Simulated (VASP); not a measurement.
GaN:

```
Ga N
1.0
     3.15866    0.00000    0.00000
    -1.57933    2.73548    0.00000
     0.00000    0.00000    5.13133
Ga N
2 2
Cartesian
  1.5793 0.9118 2.5657
  0.0000 1.8237 0.0000
  1.5793 0.9118 4.4899
  0.0000 1.8237 1.9242
```

Base run:

| Quantity | Value |
| --- | --- |
| Program | VASP 6.6.1 |
| Functional | PBE exchange alone |
| Potentials or basis | VASP PAW PBE potentials, release 64 (Ga_d, N) |
| Cutoff | 520 eV |
| k mesh | 10 × 10 × 5 |
| Occupations | fermi-dirac, width 0.05 eV |
| Spin | no spin polarisation |

Its results: band gap on the k mesh 2.21 eV; pressure 31.9 GPa; largest force 0.137 eV/Å.

Problem. The run is repeated on the same cell with these changes: functional from PBE exchange alone to b88 exchange, pbe correlation; cutoff from 520 eV to 600 eV. What comes out?

Solution. Band gap on the k mesh 2.11 eV; pressure 11.1 GPa; largest force 0.140 eV/Å.

Caveats: the cell stands under pressure; the PAW data sets were made with another functional, which shifts forces and pressure a little (at least some runs).

